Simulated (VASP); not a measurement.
# Zn (P6_3/mmc) in VASP: a series of runs

The runs below take Zn through single point, relaxation of cell and atoms, with PBEsol.

All numbers are computed with VASP 6.6.1; they aren't measurements. Logs are shortened: lines on timing, memory, paths and dates and some standing lists are left out, and cuts for length are marked.

**1. The cell of the first run**

The structure is hexagonal, space group P6_3/mmc (No. 194). The conventional cell has a = 2.618 Å, b = 2.618 Å, c = 4.746 Å, α = 90.00°, β = 90.00°, γ = 120.00°. Zn (site symmetry -6m2) has 12 Zn at 2.62 to 2.81 Å within 3.5 Å.

**2. Single point, PBEsol**

File INCAR:

```
SYSTEM = Zn
PREC = Accurate ; ENCUT = 520
EDIFF = 1E-6 ; ISMEAR = -1
SIGMA = 0.05 ; LREAL = .FALSE.
LASPH = .TRUE. ; NELM = 100
ALGO = Normal ; ISIF = 2
LWAVE = .FALSE. ; LCHARG = .TRUE.
GGA = PS ; LELF = .TRUE.
LVHAR = .TRUE. ; NBANDS = 19
```

File KPOINTS:

```
Automatic mesh
0
G
  19 19 9
  0 0 0
```

File POSCAR:

```
Zn
1.0
    2.6182355084      0.0000000000      0.0000000000
   -1.3091177542      2.2674584634      0.0000000000
    0.0000000000      0.0000000000      4.7459414606
Zn
2
Direct
    0.3333333333      0.6666666667      0.2500000000
    0.6666666667      0.3333333333      0.7500000000
```

Potentials or basis: VASP PAW PBE potentials, release 64 (Zn).

Launch:

```
> cat potpaw_PBE.64/Zn/POTCAR > POTCAR
> mpirun -np 1 vasp_std > vasp.out
```

OUTCAR:

```text
SYSTEM = Zn
   PREC = Accurate
   ENCUT = 520
   EDIFF = 1E-6
   ISMEAR = -1
   LREAL = .FALSE.
   LASPH = .TRUE.
   NELM = 100
   ISIF = 2
   GGA = PS

 ion  position               nearest neighbor table
   1  0.333  0.667  0.250-   2 2.81   2 2.81   2 2.81   2 2.81   2 2.81   2 2.81
   2  0.667  0.333  0.750-   1 2.81   1 2.81   1 2.81   1 2.81   1 2.81   1 2.81

  LATTYP: Found a hexagonal cell.
 ALAT       =     2.6182355084
 C/A-ratio  =     1.8126488031

  Lattice vectors:

 A1 = (   2.6182355084,   0.0000000000,   0.0000000000)
 A2 = (  -1.3091177542,   2.2674584634,   0.0000000000)
 A3 = (   0.0000000000,   0.0000000000,   4.7459414606)

Analysis of symmetry for initial positions (statically):
=====================================================================
 Subroutine PRICEL returns:
 Original cell was already a primitive cell.

 Routine SETGRP: Setting up the symmetry group for a
 hexagonal supercell.

 Subroutine GETGRP returns: Found 24 space group operations
 (whereof 12 operations were pure point group operations)
 out of a pool of 24 trial point group operations.

The static configuration has the point symmetry D_3d.
 The point group associated with its full space group is D_6h.

Analysis of symmetry for dynamics (positions and initial velocities):
=====================================================================
 Subroutine PRICEL returns:
 Original cell was already a primitive cell.

 Routine SETGRP: Setting up the symmetry group for a
 hexagonal supercell.

 Subroutine GETGRP returns: Found 24 space group operations
 (whereof 12 operations were pure point group operations)
 out of a pool of 24 trial point group operations.

The dynamic configuration has the point symmetry D_3d.
 The point group associated with its full space group is D_6h.

 Subroutine INISYM returns: Found 24 space group operations
 (whereof 12 operations are pure point group operations),
 and found     1 'primitive' translations

----------------------------------------------------------------------------------------

                                     Primitive cell

  volume of cell :      28.1754

  direct lattice vectors                    reciprocal lattice vectors
     2.618235508  0.000000000  0.000000000     0.381936612  0.220511206  0.000000000
    -1.309117754  2.267458463  0.000000000     0.000000000  0.441022412  0.000000000
     0.000000000  0.000000000  4.745941461     0.000000000  0.000000000  0.210706349

  length of vectors
     2.618235508  2.618235508  4.745941461     0.441022412  0.441022412  0.210706349

  position of ions in fractional coordinates (direct lattice)
     0.333333333  0.666666667  0.250000000
     0.666666667  0.333333333  0.750000000

  ion indices of the primitive-cell ions
   primitive index   ion index
                 1           1
                 2           2

----------------------------------------------------------------------------------------

 KPOINTS: Automatic mesh

Automatic generation of k-mesh.
 Grid dimensions read from file:
 generate k-points for:   19   19    9

 Generating k-lattice:

  Cartesian coordinates                     Fractional coordinates (reciprocal lattice)
     0.020101927  0.011605853  0.000000000     0.052631579  0.000000000  0.000000000
     0.000000000  0.023211706  0.000000000     0.000000000  0.052631579  0.000000000
     0.000000000  0.000000000  0.023411817     0.000000000  0.000000000  0.111111111

  Length of vectors
     0.023211706  0.023211706  0.023411817

  Shift w.r.t. Gamma in fractional coordinates (k-lattice)
     0.000000000  0.000000000  0.000000000

 Subroutine IBZKPT returns following result:
 ===========================================

 Found    200 irreducible k-points:

 Following reciprocal coordinates:
            Coordinates               Weight
  0.000000  0.000000  0.000000      1.000000
  0.052632  0.000000  0.000000      6.000000
  0.105263  0.000000  0.000000      6.000000
  0.157895  0.000000  0.000000      6.000000
  0.210526  0.000000  0.000000      6.000000
  0.263158  0.000000  0.000000      6.000000
[... 16 lines left out ...]
  0.263158  0.105263  0.000000     12.000000
  0.315789  0.105263  0.000000     12.000000
 [... further k-points ...]
   k-points           NKPTS =    200   k-points in BZ     NKDIM =    200   number of bands    NBANDS=     19
   number of dos      NEDOS =    301   number of ions     NIONS =      2
   total plane-waves  NPLWV =  14400
   dimension x,y,z NGX =    20 NGY =   20 NGZ =   36
   dimension x,y,z NGXF=    40 NGYF=   40 NGZF=   72
   ions per type =               2
   NGX,Y,Z   is equivalent  to a cutoff of  12.70, 12.70, 12.61 a.u.
   NGXF,Y,Z  is equivalent  to a cutoff of  25.40, 25.40, 25.22 a.u.
 SYSTEM =  Zn
   PREC   = accura    normal or accurate (medium, high low for compatibility)
   ISTART =      0    job   : 0-new  1-cont  2-samecut
   ICHARG =      2    charge: 1-file 2-atom 10-const
   ISPIN  =      1    spin polarized calculation?
   LNONCOLLINEAR =      F non collinear calculations
   LSORBIT =      F    spin-orbit coupling
   LASPH  =      T    aspherical Exc in radial PAW
   ENCUT  =  520.0 eV  38.22 Ry    6.18 a.u.   4.87  4.87  8.82*2*pi/ulx,y,z
   NELM   =    100;   NELMIN=  2; NELMDL= -5     # of ELM steps
   EDIFF  = 0.1E-05   stopping-criterion for ELM
   LREAL  =      F    real-space projection
   EDIFFG = 0.1E-04   stopping-criterion for IOM
   NSW    =      0    number of steps for IOM
   IBRION =     -1    ionic relax: 0-MD 1-quasi-New 2-CG
   NFREE  =      0    steps in history (QN), initial steepest desc. (CG)
   ISIF   =      2    stress and relaxation
   ISYM   =      2    0-nonsym 1-usesym 2-fastsym
   POTIM  = 0.5000    time-step for ionic-motion
   TEBEG  =    0.0;   TEEND  =   0.0 temperature during run
   PSTRESS=    0.0 pullay stress
   NELECT =      24.0000    total number of electrons
   NUPDOWN=      -1.0000    fix difference up-down
   EMIN   =  10.00;   EMAX   =-10.00  energy-range for DOS
   EFERMI =   0.00;   METHOD = LEGACY
   ISMEAR =    -1;   SIGMA  =   0.05  broadening in eV -4-tet -1-fermi 0-gaus
   EFERMI_NEDOS =   21; number of points for ismear=-14 and -15
   IALGO  =     38    algorithm
   IMIX   =      4    mixing-type and parameters
     AMIX     =   0.40;   BMIX     =  1.00
     AMIX_MAG =   1.60;   BMIX_MAG =  1.00
  volume/ion in A,a.u.               =      14.09        95.07
  Fermi-wavevector in a.u.,A,eV,Ry     =   1.551869  2.932607 32.766882  2.408298
  Thomas-Fermi vector in A             =   2.656326
   LORBIT       =      0    0 simple, 1 ext, 2 COOP (PROOUT), +10 PAW based schemes
   GGA     = PS    functional components
   LHFCALC =     F    Hartree Fock is set to
   AEXX    =    0.0000 exact exchange contribution
   IVDW    =     0    specifies the selected vdW correction
   LEPSILON=     F    determine dielectric tensor
   LRPA    =     F    only Hartree local field effects (RPA)
 non-spin polarized calculation
  energy-cutoff  :      520.00
  volume of cell :       28.18
 maximum number of plane-waves:       775
 NGX is ok and might be reduce to    20
   NGX =  9   NGY =  9   NGZ = 17

 number of electron      24.0000017 magnetization

 Free energy of the ion-electron system (eV)
  ---------------------------------------------------
  ext. energy  EPLUGINS =         0.00000000
  ---------------------------------------------------
  free energy    TOTEN  =        -3.17341789 eV

  energy without entropy =       -3.16967433  energy(sigma->0) =       -3.17154611

 E-fermi :   3.5852     XC(G=0): -12.1138

 val. band max:        3.5848467451   @ k =   0.2105   0.1579   0.0000
 cond. band min:       3.6198198799   @ k =   0.3158   0.1579   0.1111
 fundamental gap:      0.0349731348
 Fermi energy:         3.5851930163

 k-point     1 :       0.0000    0.0000    0.0000
  band No.  band energies     occupation
      1      -7.5368      2.00000
      2      -5.4015      2.00000
      3      -4.5766      2.00000
      4      -4.3463      2.00000
      5      -4.3463      2.00000
      6      -4.2805      2.00000
[... 11 lines left out ...]
     18      23.1231      0.00000
     19      23.1231      0.00000

 k-point     2 :       0.0526    0.0000    0.0000
  band No.  band energies     occupation
      1      -7.4516      2.00000
      2      -5.3629      2.00000
      3      -4.5686      2.00000
      4      -4.3543      2.00000
      5      -4.3248      2.00000
      6      -4.2905      2.00000
[... 11 lines left out ...]
     18      22.6852      0.00000
     19      24.0335      0.00000

 k-point     3 :       0.1053    0.0000    0.0000
  band No.  band energies     occupation
      1      -7.1990      2.00000
      2      -5.2561      2.00000
      3      -4.5525      2.00000
      4      -4.3711      2.00000
      5      -4.3118      2.00000
      6      -4.2623      2.00000
[... 11 lines left out ...]
     18      22.2784      0.00000
     19      23.9458      0.00000

 k-point     4 :       0.1579    0.0000    0.0000
  band No.  band energies     occupation
      1      -6.7893      2.00000
      2      -5.1113      2.00000
      3      -4.5460      2.00000
      4      -4.3965      2.00000
      5      -4.2959      2.00000
      6      -4.1853      2.00000
[... 11 lines left out ...]
     18      20.6658      0.00000
     19      21.6680      0.00000

 k-point     5 :       0.2105    0.0000    0.0000
  band No.  band energies     occupation
      1      -6.2521      2.00000
      2      -4.9918      2.00000
      3      -4.5244      2.00000
      4      -4.4282      2.00000
      5      -4.3786      2.00000
      6      -4.1944      2.00000
[... 11 lines left out ...]
     18      19.7439      0.00000
     19      20.6758      0.00000
[... 334 lines left out ...]
      2      -4.8996      2.00000
      3      -4.5943      2.00000
      4      -4.4203      2.00000
      5      -4.4167      2.00000
      6      -4.2825      2.00000
[... 11 lines left out ...]
     18      19.9714      0.00000
     19      20.5548      0.00000

 k-point    22 :       0.2105    0.1053    0.0000
  band No.  band energies     occupation
      1      -5.4678      2.00000
      2      -4.8676      2.00000
      3      -4.5778      2.00000
      4      -4.5388      2.00000
      5      -4.4195      2.00000
      6      -4.2368      2.00000
[... 11 lines left out ...]
     18      19.1627      0.00000
     19      19.9166      0.00000

 k-point    23 :       0.2632    0.1053    0.0000
  band No.  band energies     occupation
      1      -5.1017      2.00000
      2      -4.9164      2.00000
      3      -4.7087      2.00000
      4      -4.3702      2.00000
      5      -4.3571      2.00000
      6      -4.2834      2.00000
[... 11 lines left out ...]
     18      18.4767      0.00000
     19      19.3368      0.00000

 k-point    24 :       0.3158    0.1053    0.0000
  band No.  band energies     occupation
      1      -5.0276      2.00000
      2      -4.9570      2.00000
      3      -4.8075      2.00000
      4      -4.3165      2.00000
      5      -4.2799      2.00000
      6      -4.1710      2.00000
[... 11 lines left out ...]
     18      17.9389      0.00000
     19      18.8866      0.00000

 [... further k-points ...]

------------------------ aborting loop because EDIFF is reached ----------------------------------------

  FORCE on cell =-STRESS in cart. coord.  units (eV):
  Direction    XX          YY          ZZ          XY          YZ          ZX
  --------------------------------------------------------------------------------------
  -------------------------------------------------------------------------------------
  Total        0.0975814      0.0975814      0.0654599      0.0000000      0.0000000     -0.0000000
  in kB        5.5489030      5.5489030      3.7223377      0.0000000      0.0000000     -0.0000000
  external PRESSURE =       4.9400479 kB  Pullay stress =       0.0000000 kB

 VOLUME and BASIS-vectors are now :
 -----------------------------------------------------------------------------
  energy-cutoff  :      520.00
  volume of cell :       28.18
      direct lattice vectors                 reciprocal lattice vectors
     2.618235508  0.000000000  0.000000000     0.381936612  0.220511206  0.000000000
    -1.309117754  2.267458463  0.000000000     0.000000000  0.441022412  0.000000000
     0.000000000  0.000000000  4.745941461     0.000000000  0.000000000  0.210706349

 POSITION                                       TOTAL-FORCE (eV/Angst)
 -----------------------------------------------------------------------------------
     -0.00000      1.51164      1.18649        -0.000000     -0.000000      0.000000
      1.30912      0.75582      3.55946         0.000000      0.000000      0.000000
 -----------------------------------------------------------------------------------
    total drift:                               -0.000000      0.000000      0.000000

  FREE ENERGIE OF THE ION-ELECTRON SYSTEM (eV)
  ---------------------------------------------------
  free  energy   TOTEN  =        -3.1734178876 eV

  energy  without entropy=       -3.1696743251  energy(sigma->0) =       -3.17154611
```

Run time: 37 s. Hardware: 1 thread of AMD EPYC 9R45 (Zen 5), shared host; peak memory 0.17 GiB.

What came out:

```
Free energy            : -3.1734 eV
Pressure               : 0.5 GPa
Band gap on the k mesh : zero (bands 12 and 13 overlap by 4.45 eV)
```

Stress tensor (GPa, compression positive):
```
0.55 0.00 0.00
0.00 0.55 0.00
0.00 0.00 0.37
```

Levels at points of the mesh, in eV from the Fermi level:
```
           k point  band 10  band 11  band 12  band 13  band 14  band 15
(0.00, 0.00, 0.00)    -7.26    -7.26    -4.01    -2.77    15.09    17.83
```

Caveat: the PAW data sets were made with another functional, which shifts forces and pressure a little.

(Part 1 of 2 ends here.)

The gap in the log of VASP goes by the Fermi energy; the results here count the filled bands.